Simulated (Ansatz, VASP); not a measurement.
Given: the input of a run of VASP 6.6.1 on CdSe.

INCAR

```
SYSTEM = CdSe
ALGO = Normal
EDIFF = 1E-6
ENCUT = 500
GGA = PE
GGA_COMPAT = .False.
ISIF = 2
ISMEAR = -1
LASPH = .True.
LCHARG = .False.
LREAL = .False.
LWAVE = .False.
NBANDS = 16
NELM = 120
PREC = Accurate
SIGMA = 0.05
```

KPOINTS

```
k-points
0
Gamma
  8 8 8
  0 0 0
```

Contents of POSCAR:

```
CdSe
1.0
    3.6266200636      0.0000000000      0.0000000000
    0.0000000000      3.6266200636      0.0000000000
    0.0000000000      0.0000000000      3.6266200636
Cd Se
1 1
Direct
    0.5000000000      0.5000000000      0.5000000000
    0.0000000000      0.0000000000      0.0000000000
```

Potentials or basis: VASP PAW PBE potentials, release 64 (Cd, Se).

Run with:

```sh
$ cat potpaw_PBE.64/Cd/POTCAR potpaw_PBE.64/Se/POTCAR > POTCAR
$ mpirun -np 1 vasp_std > vasp.out
```

Task: Set up the same calculation for Ansatz 0.2.0. Potentials there: Ansatz PAW soft_1.

Result: As run (the cutoff follows the program's own potentials):

Contents of input.yaml:

```yaml
crystal:
  lattice:
    - [3.6266200636, 0.0, 0.0]
    - [0.0, 3.6266200636, 0.0]
    - [0.0, 0.0, 3.6266200636]
  atoms:
    - { symbol: Cd, position: [0.5, 0.5, 0.5] }
    - { symbol: Se, position: [0.0, 0.0, 0.0] }
hamiltonian:
  xc: pbe
  pseudopotentials: { kind: paw, azcp: { folder: soft_1 } }
kpoints:
  mp_grid: { grid: [8, 8, 8] }
scf:
  occupations: { method: fermi_dirac, width: 0.05 }
output:
  forces: true
  stress: true
  eigenvalues: true
```

Potentials or basis: Ansatz PAW soft_1.

Launch:

```sh
$ ansatz run input.yaml --threads 1 --pin off --max-ram 3584MiB --backend cpu --events-out ev --progress --plain --runs-dir out
```

Both were run:

|  | VASP | Ansatz | Ansatz less VASP |
| --- | --- | --- | --- |
| gap on the k mesh at the Fermi level (eV) | none | none | - |
| pressure (GPa) | -2.7 | -2.9 | -0.19 |

A gap of «none» marks a metal or a gap that the smearing closes. VASP's potentials hold 18 valence electrons a cell and Ansatz's 36, so a difference there can come from the potentials and not from the codes.
